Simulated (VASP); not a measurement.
# Ca2Zn (P4_2/mnm) in VASP: notebook, part 2 of 2

VASP 6.6.1. Earlier steps stand in the parts before.

## 4. Single point, LDA

This run uses another cell than the first one, of 39.54 Å³/atom.

INCAR

```
PREC     = Accurate       # precision mode
ENCUT    = 520            # plane-wave cutoff, eV
EDIFF    = 1E-7           # SCF threshold, eV
ISMEAR   = -1             # smearing method
SIGMA    = 0.05           # smearing width, eV
LREAL    = F              # projectors in reciprocal space
LASPH    = T              # aspherical terms in the spheres
NELM     = 80             # most SCF steps
ALGO     = Normal         # electronic algorithm
ISIF     = 2              # what is computed and relaxed
LWAVE    = F              # write WAVECAR
LCHARG   = F              # write CHGCAR
GGA      = CA             # functional
NBANDS   = 41             # bands
```

KPOINTS

```
regular mesh
0
Gamma
  3 3 6
```

POSCAR

```
Ca2Zn
1.0
    7.6523030991      0.0000000000      0.0000000000
    0.0000000000      7.6523030991      0.0000000000
    0.0000000000      0.0000000000      4.0509808970
Ca Zn
4 2
Direct
    0.2821600000      0.2821600000      0.0000000000
    0.7178400000      0.7178400000      0.0000000000
    0.2178400000      0.7821600000      0.5000000000
    0.7821600000      0.2178400000      0.5000000000
    0.0000000000      0.0000000000      0.0000000000
    0.5000000000      0.5000000000      0.5000000000
```

Potentials or basis: VASP PAW LDA potentials, release 64 (Ca_sv, Zn).

On the command line:

```sh
cat potpaw_LDA.64/Ca_sv/POTCAR potpaw_LDA.64/Zn/POTCAR > POTCAR
mpirun -np 1 vasp_std > vasp.out
```

OUTCAR:

```text
PREC = Accurate
   ENCUT = 520
   EDIFF = 1E-7
   ISMEAR = -1
   LREAL = F
   LASPH = T
   NELM = 80
   ISIF = 2
   GGA = CA

 ion  position               nearest neighbor table
   1  0.282  0.282  0.000-   5 3.05   6 3.11   6 3.11
   2  0.718  0.718  0.000-   5 3.05   6 3.11   6 3.11
   3  0.218  0.782  0.500-   6 3.05   5 3.11   5 3.11
   4  0.782  0.218  0.500-   6 3.05   5 3.11   5 3.11
   5  0.000  0.000  0.000-   1 3.05   2 3.05   3 3.11   4 3.11   3 3.11   4 3.11
   6  0.500  0.500  0.500-   3 3.05   4 3.05   1 3.11   2 3.11   1 3.11   2 3.11

  LATTYP: Found a simple tetragonal cell.
 ALAT       =     7.6523030991
 C/A-ratio  =     0.5293806119

  Lattice vectors:

 A1 = (   7.6523030991,   0.0000000000,   0.0000000000)
 A2 = (   0.0000000000,   7.6523030991,   0.0000000000)
 A3 = (   0.0000000000,   0.0000000000,   4.0509808970)

Analysis of symmetry for initial positions (statically):
=====================================================================
 Subroutine PRICEL returns:
 Original cell was already a primitive cell.

 Routine SETGRP: Setting up the symmetry group for a
 simple tetragonal supercell.

 Subroutine GETGRP returns: Found 16 space group operations
 (whereof  8 operations were pure point group operations)
 out of a pool of 16 trial point group operations.

The static configuration has the point symmetry D_2h.
 The point group associated with its full space group is D_4h.

Analysis of symmetry for dynamics (positions and initial velocities):
=====================================================================
 Subroutine PRICEL returns:
 Original cell was already a primitive cell.

 Routine SETGRP: Setting up the symmetry group for a
 simple tetragonal supercell.
[... 117 lines left out ...]
   EFERMI_NEDOS =   21; number of points for ismear=-14 and -15
   IALGO  =     38    algorithm
   IMIX   =      4    mixing-type and parameters
     AMIX     =   0.40;   BMIX     =  1.00
     AMIX_MAG =   1.60;   BMIX_MAG =  1.00
  volume/ion in A,a.u.               =      39.54       266.80
  Fermi-wavevector in a.u.,A,eV,Ry     =   1.057840  1.999028 15.225266  1.119025
  Thomas-Fermi vector in A             =   2.193128
   LORBIT       =      0    0 simple, 1 ext, 2 COOP (PROOUT), +10 PAW based schemes
   GGA     = CA    functional components
   LHFCALC =     F    Hartree Fock is set to
   AEXX    =    0.0000 exact exchange contribution
   IVDW    =     0    specifies the selected vdW correction
   LEPSILON=     F    determine dielectric tensor
   LRPA    =     F    only Hartree local field effects (RPA)
 non-spin polarized calculation
  energy-cutoff  :      520.00
  volume of cell :      237.22
 maximum number of plane-waves:      6431
 NGX is ok and might be reduce to    60
   NGX = 29   NGY = 29   NGZ = 15

 number of electron      64.0000007 magnetization

 Free energy of the ion-electron system (eV)
  ---------------------------------------------------
  ext. energy  EPLUGINS =         0.00000000
  ---------------------------------------------------
  free energy    TOTEN  =       -12.09992926 eV

  energy without entropy =      -12.04399481  energy(sigma->0) =      -12.07196203

 E-fermi :   1.0717     XC(G=0):  -7.8766

 val. band max:        1.0321215197   @ k =   0.3333   0.0000   0.5000
 cond. band min:       1.0763150806   @ k =   0.0000   0.0000   0.5000
 fundamental gap:      0.0441935609
 Fermi energy:         1.0717351419

 k-point     1 :       0.0000    0.0000    0.0000
  band No.  band energies     occupation
      1     -40.5876      2.00000
      2     -40.5853      2.00000
      3     -40.5853      2.00000
      4     -40.5835      2.00000
      5     -21.9328      2.00000
      6     -21.9160      2.00000
[... 517 lines left out ...]
     40       2.9877      0.00000
     41       3.1639      0.00000

------------------------ aborting loop because EDIFF is reached ----------------------------------------

  FORCE on cell =-STRESS in cart. coord.  units (eV):
  Direction    XX          YY          ZZ          XY          YZ          ZX
  --------------------------------------------------------------------------------------
  -------------------------------------------------------------------------------------
  Total       -5.6675741     -5.6675741     -3.8758422      0.0000000      0.0000000      0.0000000
  in kB      -38.2792362    -38.2792362    -26.1777401      0.0000000      0.0000000      0.0000000
  external PRESSURE =     -34.2454042 kB  Pullay stress =       0.0000000 kB

 VOLUME and BASIS-vectors are now :
 -----------------------------------------------------------------------------
  energy-cutoff  :      520.00
  volume of cell :      237.22
      direct lattice vectors                 reciprocal lattice vectors
     7.652303099  0.000000000  0.000000000     0.130679612  0.000000000  0.000000000
     0.000000000  7.652303099  0.000000000     0.000000000  0.130679612  0.000000000
     0.000000000  0.000000000  4.050980897     0.000000000  0.000000000  0.246853793

 POSITION                                       TOTAL-FORCE (eV/Angst)
 -----------------------------------------------------------------------------------
      2.15917      2.15917      0.00000         0.064634      0.064634      0.000000
      5.49313      5.49313      0.00000        -0.064634     -0.064634     -0.000000
      1.66698      5.98533      2.02549        -0.064634      0.064634      0.000000
      5.98533      1.66698      2.02549         0.064634     -0.064634     -0.000000
      0.00000      0.00000      0.00000         0.000000      0.000000      0.000000
      3.82615      3.82615      2.02549         0.000000      0.000000      0.000000
 -----------------------------------------------------------------------------------
    total drift:                                0.000000     -0.000000     -0.000000

  FREE ENERGIE OF THE ION-ELECTRON SYSTEM (eV)
  ---------------------------------------------------
  free  energy   TOTEN  =       -12.0999292584 eV

  energy  without entropy=      -12.0439948085  energy(sigma->0) =      -12.07196203
```

OSZICAR:

```text
N       E                     dE             d eps       ncg     rms          rms(c)
DAV:   1     0.612128831959E+03    0.61213E+03   -0.29737E+04   984   0.153E+03
DAV:   2     0.312259526399E+02   -0.58090E+03   -0.56968E+03   984   0.441E+02
DAV:   3    -0.768963162823E+01   -0.38916E+02   -0.37851E+02  1347   0.112E+02
DAV:   4    -0.123408442832E+02   -0.46512E+01   -0.46135E+01  1624   0.261E+01
DAV:   5    -0.125762104386E+02   -0.23537E+00   -0.23526E+00  1632   0.512E+00    0.622E+00
DAV:   6    -0.121765649339E+02    0.39965E+00   -0.13591E+00  1192   0.791E+00    0.346E+00
DAV:   7    -0.121040770645E+02    0.72488E-01   -0.22514E-01  1264   0.286E+00    0.136E+00
DAV:   8    -0.121007867685E+02    0.32903E-02   -0.52948E-02  1384   0.144E+00    0.228E-01
DAV:   9    -0.120998891403E+02    0.89763E-03   -0.52988E-03  1448   0.353E-01    0.454E-02
DAV:  10    -0.120999217590E+02   -0.32619E-04   -0.49647E-04  1472   0.114E-01    0.287E-02
DAV:  11    -0.120999283363E+02   -0.65773E-05   -0.44587E-05  1344   0.433E-02    0.475E-03
DAV:  12    -0.120999293372E+02   -0.10008E-05   -0.29711E-06  1360   0.923E-03    0.147E-03
DAV:  13    -0.120999292584E+02    0.78770E-07   -0.19516E-07   960   0.228E-03
   1 F= -.12099929E+02 E0= -.12071962E+02  d E =-.559344E-01
```

It took 4.5 min on 1 thread of Intel Xeon 8259CL, shared host; peak memory 0.27 GiB.

Results:

| Item | Value |
| --- | --- |
| Free energy | -12.0999 eV |
| Pressure | -3.4 GPa |
| Largest force | 0.091 eV/Å |
| Band gap on the k mesh | zero (bands 32 and 33 overlap by 0.26 eV) |

Forces on the atoms (eV/Å):
```
Ca   0.065  0.065  0.000
Ca  -0.065 -0.065  0.000
Ca  -0.065  0.065  0.000
Ca   0.065 -0.065  0.000
Zn   0.000  0.000  0.000
Zn   0.000  0.000  0.000
```

Stress tensor (GPa, compression positive):
```
-3.83  0.00  0.00
 0.00 -3.83  0.00
 0.00  0.00 -2.62
```

Levels at points of the mesh, in eV from the Fermi level:
```tsv
k point	band 29	band 30	band 31	band 32	band 33	band 34	band 35	band 36
(0.00, 0.00, 0.00)	-1.87	-1.87	-0.74	-0.27	0.16	0.16	0.54	1.46
(0.00, 0.00, 0.50)	-1.28	-1.28	0.00	0.00	0.19	0.19	0.67	0.67
```

Caveat: the cell stands under tension.

## 5. The runs side by side

```csv
cell,gap on the mesh (eV),pressure (GPa),largest force (eV/Å)
"a = 7.524, b = 7.524, c = 3.983 Å, 6 atoms",none,-2.7,0.07
"a = 7.589, b = 7.589, c = 4.017 Å, 6 atoms",none,-3.1,0.08
"a = 7.652, b = 7.652, c = 4.051 Å, 6 atoms",none,-3.4,0.09
```

Alike in all rows: task single point; level LDA; potentials or basis VASP PAW LDA potentials, release 64 (Ca_sv, Zn); no spin polarisation; k mesh 3 × 3 × 6; cutoff (eV) 520; smearing fermi-dirac 0.05 eV.

Caveats: the cell stands under tension (at least some runs).

Absolute energies hang on the potentials; compare differences alone.

The gap in the log of VASP goes by the Fermi energy; the results here count the filled bands.